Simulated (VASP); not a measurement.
# Al36CN34 (a cell with a defect) in VASP: further runs

The runs below take Al36CN34 (a cell with a defect) through single point, with PBE, HSE06.

Everything below comes from runs of VASP 6.6.1. Logs are shortened: lines on timing, memory, paths and dates and some standing lists are left out, and cuts for length are marked.

## (1) The cell of the first run

The cell holds a defect, 71 atoms: a = 9.389 Å, b = 9.389 Å, c = 10.035 Å, α = 90.00°, β = 90.00°, γ = 120.00°.

## (2) Single point, PBE

File INCAR:

```
ALGO = Normal ; EDIFF = 1E-6
ENCUT = 520 ; GGA = PE
GGA_COMPAT = False ; ISIF = 2
ISMEAR = 0 ; ISYM = -1
LASPH = True ; LCHARG = True
LELF = True ; LREAL = Auto
LVHAR = True ; LWAVE = False
NBANDS = 182 ; NELM = 120
PREC = Accurate ; SIGMA = 0.01
```

File KPOINTS:

```
explicit points
1
Reciprocal
  0.25000000   0.25000000   0.25000000 1
```

File POSCAR:

```
Al36CN34
1.0
    9.3892708700      0.0000000883      0.0000000000
   -4.6946355115      8.1313470508      0.0000000000
    0.0000000000      0.0000000000     10.0348065900
Al N C
36 34 1
Direct
    0.2198560036      0.1088704138      0.2510664757
    0.1120195820      0.2226131332      0.4993979315
    0.2212264246      0.1097689108      0.7502504034
    0.1106030940      0.2226397582      1.0001548858
    0.2230489998      0.4453828401      0.2511524675
    0.1105753397      0.5548682890      0.5004637326
    0.2214339193      0.4439279566      0.7498757618
    0.1105665657      0.5549061861      1.0000884626
    0.2210557115      0.7765685640      0.2509174642
    0.1102882419      0.8872792636      0.5004367150
    0.2216051499      0.7768938706      0.7500385333
    0.1101868357      0.8874290369      1.0002116168
    0.5552436483      0.1089981242      0.2513977926
    0.4435192417      0.2204597131      0.5010742774
    0.5550947589      0.1097548319      0.7501319057
    0.4439936532      0.2216873708      0.9941659266
    0.5622479054      0.4578849855      0.2525188773
    0.4431372020      0.5543445063      0.5003646273
    0.5550788365      0.4434991163      0.7444428883
    0.4436071239      0.5556548191      0.9968988275
    0.5552847553      0.7779274235      0.2509000569
    0.4431705722      0.8872000216      0.5005506607
    0.5553746998      0.7776459082      0.7498689173
    0.4433376100      0.8875083823      0.9999222957
    0.8884180440      0.1107788101      0.2514049520
    0.7772136229      0.2226603496      0.4995440622
    0.8884803478      0.1104460266      0.7493697737
    0.7782332330      0.2226663927      1.0000477428
    0.8884905677      0.4456656680      0.2511368314
    0.7776379269      0.5544177705      0.5004124038
    0.8889926211      0.4440132753      0.7499881367
    0.7784370167      0.5558826672      0.9972652472
    0.8891600947      0.7778352996      0.2506166450
    0.7767927753      0.8871067151      0.4995021067
    0.8887140103      0.7776790761      0.7499096397
    0.7775094207      0.8889241617      1.0001447420
    0.2202446463      0.1077500950      0.4395535914
    0.1127669110      0.2224937531      0.1908275667
    0.2211115352      0.1105381219      0.9426257972
    0.1112011138      0.2211011527      0.6905866771
    0.2194539046      0.4445441954      0.4406630132
    0.1107862038      0.5549446884      0.1903642322
    0.2206784158      0.4436108341      0.9402704481
    0.1109529480      0.5549083683      0.6909790517
    0.2213278134      0.7769969123      0.4409197810
    0.1117167181      0.8889323815      0.1902992424
    0.2214911122      0.7774019999      0.9406859859
    0.1110691392      0.8882583642      0.6911679313
    0.5534947937      0.1075768641      0.4399289871
    0.5552751604      0.1105570238      0.9423268893
    0.4423963988      0.2177919361      0.6940175135
    0.4434492218      0.5566557159      0.1859989308
    0.5548263262      0.4435445829      0.9401006881
    0.4430612794      0.5560814303      0.6931443928
    0.5541152017      0.7790271078      0.4405185184
    0.4431469611      0.8887990617      0.1901755003
    0.5557333969      0.7788695774      0.9403940752
    0.4440201745      0.8881482608      0.6911825185
    0.8884089304      0.1108971707      0.4409176881
    0.7762650486      0.2226741845      0.1907905289
    0.8885395360      0.1113412559      0.9408719086
    0.7770911365      0.2211999538      0.6906852648
    0.8909435009      0.4445374355      0.4406863892
    0.7801263811      0.5573721841      0.1863619893
    0.8886984993      0.4437315631      0.9403846726
    0.7801904836      0.5562212625      0.6931822455
    0.8906382921      0.7790534222      0.4404123825
    0.7778594381      0.8890878219      0.1908652429
    0.8888517862      0.7789564369      0.9404175508
    0.7776053897      0.8882739671      0.6904142238
    0.5537408870      0.4414768433      0.4405376649
```

Potentials or basis: VASP PAW PBE potentials, release 64 (Al, N, C).

On the command line:

```sh
$ cat potpaw_PBE.64/Al/POTCAR potpaw_PBE.64/N/POTCAR potpaw_PBE.64/C/POTCAR > POTCAR
$ mpirun -np 1 vasp_std > vasp.out
```

OUTCAR:

```text
EDIFF = 1E-6
   ENCUT = 520
   GGA = PE
   ISIF = 2
   ISMEAR = 0
   ISYM = -1
   LASPH = True
   LREAL = Auto
   NELM = 120
   PREC = Accurate

 ion  position               nearest neighbor table
   1  0.220  0.109  0.251-  46 1.89  37 1.89  38 1.89   2 3.08  10 3.08  12 3.09  14 3.10   4 3.10
                            33 3.11  25 3.12   9 3.13   5 3.14  13 3.15  16 3.16  17 3.25
   2  0.112  0.223  0.499-  41 1.90  59 1.91  37 1.91  40 1.92   1 3.08   5 3.08  25 3.08   7 3.09
                            27 3.10   3 3.10  18 3.11  14 3.12   6 3.13  10 3.14  26 3.14  34 3.15
   3  0.221  0.110  0.750-  51 1.89  48 1.90  40 1.90  39 1.93  16 3.05  14 3.09  10 3.09  12 3.09
                             4 3.10   2 3.10  35 3.12  11 3.13  27 3.13  19 3.13  15 3.13   7 3.14
   4  0.111  0.223  0.000-  43 1.89  39 1.90  61 1.90  38 1.91   7 3.09   3 3.10  27 3.10  25 3.10
                             5 3.10   1 3.10   8 3.12  28 3.12  20 3.13  36 3.13  16 3.14  12 3.15
   5  0.223  0.445  0.251-  41 1.90  42 1.90  52 1.91  38 1.91  18 3.08   2 3.08   6 3.08   8 3.10
                             4 3.10  20 3.12   9 3.12  21 3.12  17 3.13  25 3.14  29 3.14   1 3.14
   6  0.111  0.555  0.500-  41 1.88  63 1.88  45 1.90  44 1.91  31 3.08   5 3.08   7 3.08   9 3.09
                            29 3.09  11 3.09  22 3.12  10 3.12  30 3.12  26 3.12  18 3.12   2 3.13
   7  0.221  0.444  0.750-  54 1.89  44 1.90  40 1.91  43 1.91  20 3.07   6 3.08  18 3.09   4 3.09
                             2 3.09   8 3.09  31 3.12  11 3.13  27 3.13  23 3.13  19 3.14   3 3.14
   8  0.111  0.555  0.000-  43 1.90  65 1.90  47 1.90  42 1.91  31 3.09  11 3.09   7 3.09   9 3.10
                             5 3.10  29 3.10   4 3.12  28 3.12  32 3.12  20 3.12  24 3.12  12 3.12
   9  0.221  0.777  0.251-  42 1.90  46 1.90  56 1.91  45 1.91  10 3.08   6 3.09  22 3.09  12 3.10
                             8 3.10  24 3.10  29 3.11   5 3.12  33 3.12   1 3.13  13 3.13  21 3.13
  10  0.110  0.887  0.500-  67 1.88  37 1.89  45 1.90  48 1.91   1 3.08   9 3.08  35 3.08  33 3.09
                            11 3.09   3 3.09   6 3.12  30 3.12  22 3.13  14 3.13  34 3.13   2 3.14
  11  0.222  0.777  0.750-  48 1.90  44 1.90  58 1.90  47 1.91  22 3.08  10 3.09   6 3.09  24 3.09
                             8 3.09  12 3.09  31 3.12   7 3.13   3 3.13  15 3.13  35 3.13  23 3.13
  12  0.110  0.887  0.000-  47 1.90  69 1.90  39 1.90  46 1.91  33 3.09  35 3.09  11 3.09   3 3.09
                             1 3.09   9 3.10  32 3.11   8 3.12  24 3.13  36 3.13  16 3.14   4 3.15
  13  0.555  0.109  0.251-  49 1.89  56 1.89  60 1.90  26 3.08  22 3.08  14 3.09  24 3.10  28 3.11
                            21 3.11  25 3.12   9 3.13  29 3.15   1 3.15  16 3.16  17 3.24
  14  0.444  0.220  0.501-  71 1.90  49 1.91  37 1.92  51 1.94  19 3.04  15 3.08   3 3.09  13 3.09
                             1 3.10   2 3.12  26 3.12  22 3.13  10 3.13  30 3.14  18 3.14  17 3.15
  15  0.555  0.110  0.750-  51 1.88  58 1.90  62 1.90  50 1.93  16 3.05  14 3.08  22 3.09  24 3.09
                            28 3.10  26 3.10  23 3.12  27 3.13  11 3.13  19 3.13   3 3.13  31 3.14
[... 75 lines left out ...]
  70  0.778  0.888  0.690-  35 1.90  27 1.90  23 1.90  34 1.92
  71  0.554  0.441  0.441-  17 1.89  14 1.90  18 1.91  30 1.92

IMPORTANT INFORMATION: All symmetrisations will be switched off!
NOSYMM: (Re-)initialisation of all symmetry stuff for point group C_1.

----------------------------------------------------------------------------------------

                                     Primitive cell

  volume of cell :     766.1316

  direct lattice vectors                    reciprocal lattice vectors
     9.389270870  0.000000088  0.000000000     0.106504542  0.061490427  0.000000000
    -4.694635511  8.131347051  0.000000000    -0.000000001  0.122980853  0.000000000
     0.000000000  0.000000000 10.034806590     0.000000000  0.000000000  0.099653141

  length of vectors
     9.389270870  9.389270869 10.034806590     0.122980853  0.122980853  0.099653141

  position of ions in fractional coordinates (direct lattice)
     0.219856004  0.108870414  0.251066476
     0.112019582  0.222613133  0.499397931
     0.221226425  0.109768911  0.750250403
     0.110603094  0.222639758  0.000154886
     0.223049000  0.445382840  0.251152467
     0.110575340  0.554868289  0.500463733
[... 63 lines left out ...]
     0.777605390  0.888273967  0.690414224
     0.553740887  0.441476843  0.440537665

  ion indices of the primitive-cell ions
   primitive index   ion index
                 1           1
                 2           2
                 3           3
                 4           4
                 5           5
                 6           6
[... 63 lines left out ...]
                70          70
                71          71

----------------------------------------------------------------------------------------

 KPOINTS: explicit points

Read explicit list of k-points.

 Found      1 k-points:

 Following reciprocal coordinates:
            Coordinates               Weight
  0.250000  0.250000  0.250000      1.000000
   k-points           NKPTS =      1   k-points in BZ     NKDIM =      1   number of bands    NBANDS=    182
   number of dos      NEDOS =    301   number of ions     NIONS =     71
   total plane-waves  NPLWV = 392000
   dimension x,y,z NGX =    70 NGY =   70 NGZ =   80
   dimension x,y,z NGXF=   140 NGYF=  140 NGZF=  160
   ions per type =              36  34   1
   NGX,Y,Z   is equivalent  to a cutoff of  12.39, 12.39, 13.25 a.u.
   NGXF,Y,Z  is equivalent  to a cutoff of  24.79, 24.79, 26.51 a.u.
 SYSTEM =  unknown system
   PREC   = accura    normal or accurate (medium, high low for compatibility)
   ISTART =      0    job   : 0-new  1-cont  2-samecut
   ICHARG =      2    charge: 1-file 2-atom 10-const
   ISPIN  =      1    spin polarized calculation?
   LNONCOLLINEAR =      F non collinear calculations
   LSORBIT =      F    spin-orbit coupling
   LASPH  =      T    aspherical Exc in radial PAW
   ENCUT  =  520.0 eV  38.22 Ry    6.18 a.u.  17.46 17.46 18.66*2*pi/ulx,y,z
   NELM   =    120;   NELMIN=  2; NELMDL= -5     # of ELM steps
   EDIFF  = 0.1E-05   stopping-criterion for ELM
   LREAL  =      T    real-space projection
   EDIFFG = 0.1E-04   stopping-criterion for IOM
   NSW    =      0    number of steps for IOM
   IBRION =     -1    ionic relax: 0-MD 1-quasi-New 2-CG
   NFREE  =      0    steps in history (QN), initial steepest desc. (CG)
   ISIF   =      2    stress and relaxation
   ISYM   =     -1    0-nonsym 1-usesym 2-fastsym
   POTIM  = 0.5000    time-step for ionic-motion
   TEBEG  =    0.0;   TEEND  =   0.0 temperature during run
   PSTRESS=    0.0 pullay stress
   NELECT =     282.0000    total number of electrons
   NUPDOWN=      -1.0000    fix difference up-down
   EMIN   =  10.00;   EMAX   =-10.00  energy-range for DOS
   EFERMI =   0.00;   METHOD = LEGACY
   ISMEAR =     0;   SIGMA  =   0.01  broadening in eV -4-tet -1-fermi 0-gaus
   EFERMI_NEDOS =   21; number of points for ismear=-14 and -15
   IALGO  =     38    algorithm
   IMIX   =      4    mixing-type and parameters
     AMIX     =   0.40;   BMIX     =  1.00
     AMIX_MAG =   1.60;   BMIX_MAG =  1.00
  volume/ion in A,a.u.               =      10.79        72.82
  Fermi-wavevector in a.u.,A,eV,Ry     =   1.173249  2.217119 18.728589  1.376512
  Thomas-Fermi vector in A             =   2.309665
   LORBIT       =      0    0 simple, 1 ext, 2 COOP (PROOUT), +10 PAW based schemes
   GGA     = PE    functional components
   LHFCALC =     F    Hartree Fock is set to
   AEXX    =    0.0000 exact exchange contribution
   IVDW    =     0    specifies the selected vdW correction
   LEPSILON=     F    determine dielectric tensor
   LRPA    =     F    only Hartree local field effects (RPA)
 non-spin polarized calculation
 Gauss-broadening in eV      SIGMA  =   0.01
  energy-cutoff  :      520.00
  volume of cell :      766.13
 maximum number of plane-waves:     20622
 NGX is ok and might be reduce to    70
   NGX = 35   NGY = 35   NGZ = 37

 number of electron     281.9999976 magnetization

 Free energy of the ion-electron system (eV)
  ---------------------------------------------------
  ext. energy  EPLUGINS =         0.00000000
  ---------------------------------------------------
  free energy    TOTEN  =      -521.86265445 eV

  energy without entropy =     -521.86265445  energy(sigma->0) =     -521.86265445

 E-fermi :   6.6637     XC(G=0): -10.7909

 val. band max:        6.5948456056   @ k =   0.2500   0.2500   0.2500
 cond. band min:       9.6837428584   @ k =   0.2500   0.2500   0.2500
 fundamental gap:      3.0888972528
 Fermi energy:         6.6637296634

 k-point     1 :       0.2500    0.2500    0.2500
  band No.  band energies     occupation
      1      -8.8656      2.00000
      2      -8.5903      2.00000
      3      -8.5311      2.00000
      4      -8.3913      2.00000
      5      -8.1771      2.00000
      6      -8.0483      2.00000
[... 145 lines left out ...]
    152      11.7809      0.00000
    153      11.9084      0.00000
 [bands above 153 left out]

------------------------ aborting loop because EDIFF is reached ----------------------------------------

  FORCE on cell =-STRESS in cart. coord.  units (eV):
  Direction    XX          YY          ZZ          XY          YZ          ZX
  --------------------------------------------------------------------------------------
  -------------------------------------------------------------------------------------
  Total        3.2724474      1.6358592      3.3563144     -3.0425614     -0.5244308      0.0493720
  in kB        6.8435254      3.4210004      7.0189128     -6.3627750     -1.0967192      0.1032495
  external PRESSURE =       5.7611462 kB  Pullay stress =       0.0000000 kB

 VOLUME and BASIS-vectors are now :
 -----------------------------------------------------------------------------
  energy-cutoff  :      520.00
  volume of cell :      766.13
      direct lattice vectors                 reciprocal lattice vectors
     9.389270870  0.000000088  0.000000000     0.106504542  0.061490427  0.000000000
    -4.694635511  8.131347051  0.000000000    -0.000000001  0.122980853  0.000000000
     0.000000000  0.000000000 10.034806590     0.000000000  0.000000000  0.099653141

 POSITION                                       TOTAL-FORCE (eV/Angst)
 -----------------------------------------------------------------------------------
      1.55318      0.88526      2.51940        -0.004356      0.005754      0.006504
      0.00669      1.81014      5.01136         0.000774     -0.007080     -0.000018
      1.56183      0.89257      7.52862         0.001436      0.000343      0.002151
     -0.00673      1.81036      0.00155         0.001488     -0.000971      0.006006
      0.00336      3.62156      2.52027         0.008086      0.004865      0.000365
     -1.56668      4.51183      5.02206        -0.000115     -0.005873     -0.003072
[... 63 lines left out ...]
      3.13103      7.22286      6.92817        -0.000364     -0.002169      0.002751
      3.12665      3.58980      4.42071         0.003401      0.002874     -0.000833
 -----------------------------------------------------------------------------------
    total drift:                               -0.018626      0.011077      0.028575

  FREE ENERGIE OF THE ION-ELECTRON SYSTEM (eV)
  ---------------------------------------------------
  free  energy   TOTEN  =      -521.8626544532 eV

  energy  without entropy=     -521.8626544532  energy(sigma->0) =     -521.86265445
```

It took 4.1 min on 1 thread of Intel Xeon 6975P-C (Granite Rapids), shared host; peak memory 0.79 GiB.

What came out:

```yaml
Free_energy: -521.8627 eV
Pressure: 0.6 GPa
Largest_force: 0.021 eV/Å
Band_gap_on_the_k_mesh: 3.09 eV
```

Forces on the atoms (eV/Å):
```
Al  -0.004  0.006  0.007
Al   0.001 -0.007  0.000
Al   0.001  0.000  0.002
Al   0.001 -0.001  0.006
Al   0.008  0.005  0.000
Al   0.000 -0.006 -0.003
Al   0.004  0.002 -0.003
Al   0.002  0.001  0.005
Al   0.000  0.002  0.004
Al  -0.002 -0.013 -0.001
Al   0.002 -0.002 -0.002
Al   0.002  0.002  0.005
Al   0.002  0.003  0.008
Al   0.000 -0.010  0.001
Al   0.001  0.000  0.002
Al   0.003  0.000 -0.005
Al  -0.001  0.016 -0.006
Al  -0.009  0.009  0.004
Al  -0.003  0.005  0.005
Al   0.006  0.001  0.005
Al   0.002  0.004  0.004
Al  -0.001 -0.011  0.000
Al   0.001  0.000  0.000
Al   0.004  0.005  0.005
Al  -0.001  0.009  0.004
Al  -0.001 -0.008 -0.002
Al   0.001  0.000  0.000
Al  -0.002 -0.003  0.006
Al  -0.001  0.001  0.000
Al   0.007  0.003  0.000
Al   0.001 -0.001 -0.002
Al   0.001  0.001  0.000
Al   0.003  0.009  0.006
Al  -0.004 -0.002 -0.003
Al  -0.001 -0.002 -0.001
Al  -0.003 -0.003  0.004
N    0.007  0.011 -0.002
N   -0.009 -0.001 -0.009
N   -0.007 -0.004 -0.006
N   -0.003  0.003  0.000
N    0.001  0.008  0.003
N   -0.001 -0.005 -0.005
N   -0.002  0.003 -0.003
N   -0.002  0.000  0.002
N    0.002  0.010  0.004
N   -0.002 -0.014 -0.008
N   -0.001  0.000 -0.004
N    0.000 -0.003  0.000
N   -0.005  0.010  0.001
N    0.005 -0.003 -0.007
N   -0.002 -0.004 -0.006
N   -0.007 -0.015  0.001
N   -0.003  0.008 -0.001
N   -0.002 -0.005  0.002
N    0.002  0.004  0.006
N   -0.002 -0.010 -0.008
N   -0.001 -0.003 -0.005
N    0.000 -0.002  0.000
N    0.001  0.005  0.003
N    0.011 -0.001 -0.008
N   -0.002  0.002 -0.004
N   -0.001  0.005  0.001
N    0.002  0.009  0.004
N    0.000 -0.021  0.000
N   -0.002  0.005 -0.003
N   -0.002 -0.003  0.002
N    0.004  0.004  0.005
N    0.000 -0.005 -0.008
N   -0.001 -0.003 -0.005
N    0.000 -0.002  0.003
C    0.003  0.003 -0.001
```

(Part 1 of 3 ends here.)
